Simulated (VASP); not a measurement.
# Li2TiO2 (I4/mmm) in VASP: notebook, part 2 of 2

VASP 6.6.1. The steps go on from the part before.

## (4) Relaxation of cell and atoms, PBE, collinear spin

This run uses another cell than the first one, of 10.39 Å³/atom.

INCAR

```
SYSTEM = Li2TiO2
  PREC = Accurate
  ENCUT = 600
  EDIFF = 1E-6
  ISMEAR = 0
  SIGMA = 0.1
  LREAL = .FALSE.
  LASPH = .TRUE.
  NELM = 150
  ALGO = Normal
  ISIF = 3
  LWAVE = .FALSE.
  LCHARG = .FALSE.
  ISPIN = 2
  MAGMOM = 0 0 1 0 0
  LORBIT = 11
  LMAXMIX = 4
  GGA = PE
  IBRION = 2
  NSW = 90
  EDIFFG = -0.04
```

KPOINTS

```
regular mesh
0
G
  6 6 6
  0 0 0
```

POSCAR

```
Li2TiO2
1.0
   -1.7745598900      1.7745598900      4.1224262200
    1.7745598900     -1.7745598900      4.1224262200
    1.7745598900      1.7745598900     -4.1224262200
Li Ti O
2 1 2
Direct
    0.7500000000      0.2500000000      0.5000000000
    0.2500000000      0.7500000000      0.5000000000
    0.0000000000      0.0000000000      0.0000000000
    0.3899999900      0.3899999900      0.0000000000
    0.6100000100      0.6100000100      0.0000000000
```

Potentials or basis: VASP PAW PBE potentials, release 64 (Li_sv, Ti_sv, O).

The run is started by

```sh
$ cat potpaw_PBE.64/Li_sv/POTCAR potpaw_PBE.64/Ti_sv/POTCAR potpaw_PBE.64/O/POTCAR > POTCAR
$ mpirun -np 1 vasp_std > vasp.out
```

OUTCAR:

```text
SYSTEM = Li2TiO2
   PREC = Accurate
   ENCUT = 600
   EDIFF = 1E-6
   ISMEAR = 0
   LREAL = .FALSE.
   LASPH = .TRUE.
   NELM = 150
   ISIF = 3
   ISPIN = 2
   LORBIT = 11
   GGA = PE
   IBRION = 2
   NSW = 90
   EDIFFG = -0.04

 ion  position               nearest neighbor table
   1  0.750  0.250  0.500-   4 2.12   5 2.12   4 2.12   5 2.12   2 2.51   2 2.51   2 2.51   2 2.51
                             3 2.72   3 2.72   3 2.72   3 2.72
   2  0.250  0.750  0.500-   4 2.12   5 2.12   4 2.12   5 2.12   1 2.51   1 2.51   1 2.51   1 2.51
                             3 2.72   3 2.72   3 2.72   3 2.72
   3  0.000  0.000  0.000-   1 2.72   2 2.72   1 2.72   2 2.72   1 2.72   2 2.72   1 2.72   2 2.72

   4  0.390  0.390  0.000-   5 1.81   2 2.12   1 2.12   2 2.12   1 2.12
   5  0.610  0.610  0.000-   4 1.81   1 2.12   2 2.12   1 2.12   2 2.12

  LATTYP: Found a body centered tetragonal cell.
 ALAT       =     3.5491197800
 C/A-ratio  =     2.3230696486

  Lattice vectors:

 A1 = (  -1.7745598900,   1.7745598900,   4.1224262200)
 A2 = (   1.7745598900,  -1.7745598900,   4.1224262200)
 A3 = (   1.7745598900,   1.7745598900,  -4.1224262200)

Analysis of symmetry for initial positions (statically):
=====================================================================
 Subroutine PRICEL returns:
 Original cell was already a primitive cell.

 Routine SETGRP: Setting up the symmetry group for a
 body centered tetragonal supercell.

 Subroutine GETGRP returns: Found 16 space group operations
 (whereof 16 operations were pure point group operations)
 out of a pool of 16 trial point group operations.

The static configuration has the point symmetry D_4h.

Analysis of symmetry for dynamics (positions and initial velocities):
=====================================================================
 Subroutine PRICEL returns:
 Original cell was already a primitive cell.

 Routine SETGRP: Setting up the symmetry group for a
 body centered tetragonal supercell.

 Subroutine GETGRP returns: Found 16 space group operations
 (whereof 16 operations were pure point group operations)
 out of a pool of 16 trial point group operations.

The dynamic configuration has the point symmetry D_4h.
[... 178 lines left out ...]
  -------------------------------------------------------------------------------------
  Total       -7.1500957     -7.1500957     11.9705403      0.0000000     -0.0000000      0.0000000
  in kB     -220.6115437   -220.6115437    369.3432179      0.0000000     -0.0000000      0.0000000
  external PRESSURE =     -23.9599565 kB  Pullay stress =       0.0000000 kB
[... 98 lines left out ...]
  FREE ENERGIE OF THE ION-ELECTRON SYSTEM (eV)
  ---------------------------------------------------
  free  energy   TOTEN  =       -28.3978760205 eV

  energy  without entropy=      -28.3845996751  energy(sigma->0) =      -28.39123785

 E-fermi :  11.1086     XC(G=0): -12.6895

 val. band max:       11.0799794331   @ k =   0.1667   0.1667  -0.0000
 cond. band min:      11.1360406046   @ k =  -0.1667   0.1667   0.0000
 fundamental gap:      0.0560611714
 Fermi energy:        11.1086436934

 spin component 1

 k-point     1 :       0.0000    0.0000    0.0000
  band No.  band energies     occupation
      1     -46.4932      1.00000
      2     -37.6817      1.00000
      3     -36.0905      1.00000
      4     -22.9048      1.00000
      5     -22.1269      1.00000
      6     -22.1269      1.00000
[... 1097 lines left out ...]
     19      14.0002      0.00000
     20      15.9618      0.00000

 [... further k-points ...]

[... ionic steps 4 to 8 ...]

--------------------------------------- Ionic step        9  -------------------------------------------

 number of electron      30.0000009 magnetization      -0.0007165

 number of electron      30.0000009 magnetization       0.0001943
[... 77 lines left out ...]
--------------------------------------- Ionic step       11  -------------------------------------------

 number of electron      29.9999995 magnetization       0.0013170

 Free energy of the ion-electron system (eV)
  ---------------------------------------------------
  ext. energy  EPLUGINS =         0.00000000
  ---------------------------------------------------
  free energy    TOTEN  =       -29.96715077 eV

  energy without entropy =      -29.95558261  energy(sigma->0) =      -29.96136669

 E-fermi :   8.5906     XC(G=0): -11.7347

 val. band max:        8.5765211114   @ k =   0.3333   0.3333   0.0000
 cond. band min:       8.6227033690   @ k =  -0.3333   0.5000   0.3333
 fundamental gap:      0.0461822576
 Fermi energy:         8.5905623128

 spin component 1

 k-point     1 :       0.0000    0.0000    0.0000
  band No.  band energies     occupation
      1     -49.0497      1.00000
      2     -38.4925      1.00000
      3     -37.8385      1.00000
      4     -25.3623      1.00000
      5     -25.1058      1.00000
      6     -25.1058      1.00000
[... 1131 lines left out ...]
  FREE ENERGIE OF THE ION-ELECTRON SYSTEM (eV)
  ---------------------------------------------------
  free  energy   TOTEN  =       -29.9671507665 eV

  energy  without entropy=      -29.9555826070  energy(sigma->0) =      -29.96136669

 reached required accuracy - stopping structural energy minimisation

 total charge

# of ion       s       p       d       tot
------------------------------------------
    1        2.053   0.126   0.000   2.179
    2        2.053   0.126   0.000   2.179
    3        2.117   6.074   1.972  10.163
    4        1.546   3.482   0.000   5.029
    5        1.546   3.482   0.000   5.029
--------------------------------------------------
tot          9.315  13.291   1.972  24.578

 magnetization (x)

# of ion       s       p       d       tot
------------------------------------------
    1        0.000   0.000   0.000   0.000
    2        0.000   0.000   0.000   0.000
    3        0.000   0.000   0.002   0.002
    4        0.000   0.000   0.000   0.000
    5        0.000   0.000   0.000   0.000
--------------------------------------------------
tot          0.000   0.000   0.002   0.002
```

Wall time 35 min (1 thread of Intel Xeon 8259CL, shared host); peak memory 0.33 GiB.

What came out:

- Free energy: -29.9672 eV
- Relaxed volume: 8.10 Å³/atom
- Relaxed cell: a = 5.347 Å, b = 5.347 Å, c = 5.347 Å, α = 148.97°, β = 148.97°, γ = 44.46°
- Space group after relaxing (to 0.1 Å): I4/mmm (No. 139)
- Energy gained by relaxing: 1011.9 meV/atom
- Ionic steps: 11
- Pressure after relaxing: -0.1 GPa
- Largest force after relaxing: 0.005 eV/Å
- Band gap on the k mesh: zero (filled and empty bands overlap)
- Net moment: 0.00 μB per cell
- Valence electrons inside the program's atomic spheres: Li 2.18; Ti 10.16; O 5.03

Forces in eV/Å, atoms in the order of the input:
```
Li   0.000  0.000  0.000
Li   0.000  0.000  0.000
Ti   0.000  0.000  0.000
O    0.000  0.000  0.005
O    0.000  0.000 -0.005
```

Step by step:
| step | energy change (eV) | largest force (eV/Å) | pressure (GPa) | volume (Å³) |
| --- | --- | --- | --- | --- |
| 1 | 0.0000 | 6.3295 | -2.40 | 51.93 |
| 2 | -3.4683 | 1.0233 | -9.49 | 50.21 |
| 3 | -3.4903 | 1.3702 | -8.79 | 50.05 |
| 4 | -4.2487 | 1.9859 | -7.30 | 45.89 |
| 5 | -3.0426 | 1.8694 | 44.68 | 33.50 |
| 6 | -4.6416 | 2.2558 | -1.24 | 42.35 |
| 7 | -4.6919 | 2.3560 | 5.04 | 40.26 |
| 8 | -4.9359 | 0.0267 | 3.67 | 39.36 |
| 9 | -4.9574 | 0.5148 | 3.46 | 39.56 |
| 10 | -5.0576 | 0.0812 | -0.48 | 40.63 |
| 11 | -5.0596 | 0.0046 | -0.06 | 40.50 |

Final structure:
```
Li Ti O
1.0
    -1.43026    1.43026    4.94941
     1.43026   -1.43026    4.94941
     1.43026    1.43026   -4.94941
Li Ti O
2 1 2
Direct
  0.75000 0.25000 0.50000
  0.25000 0.75000 0.50000
  0.00000 0.00000 0.00000
  0.37522 0.37522 0.00000
  0.62478 0.62478 0.00000
```

Caveat: the cutoff is under 1.25 times the usual one of these potentials, so pressure, stress and relaxed cells hold a basis-set (Pulay) error; the volume moved by over 15 % at a fixed basis, so the end points are rough.

## (5) Summary

```tsv
task	cell	cutoff (eV)	gap on the mesh (eV)	moment (μB)	largest force (eV/Å)
single point	a = 5.365 Å, angles 149.1, 149.1, 44.3°, 5 atoms, atomic positions A	520	none	0.47	0.04
single point	a = 4.826 Å, angles 136.9, 136.9, 62.7°, 5 atoms, atomic positions B	520	none	1.98	6.33
relaxation of cell and atoms	relaxed from a = 4.826 Å, angles 136.9, 136.9, 62.7°, 5 atoms, atomic positions B	600	none	0.00	-
```

Alike in all rows: level PBE; potentials or basis VASP PAW PBE potentials, release 64 (Li_sv, Ti_sv, O); spin collinear; k mesh 6 × 6 × 6; smearing gaussian 0.1 eV.

Caveats: some runs use coarse meshes; the cutoff is under 1.25 times the usual one of these potentials, so pressure, stress and relaxed cells hold a basis-set (Pulay) error; a moment this small can come from the mesh or the smearing (at least some runs); forces of over 1 eV/Å act on the atoms, so gaps and moduli don't describe the material at rest (at least some runs); the volume moved by over 15 % at a fixed basis, so the end points are rough (at least some runs).

Absolute energies hang on the potentials; compare differences alone.

The gap in the log of VASP goes by the Fermi energy; the results here count the filled bands.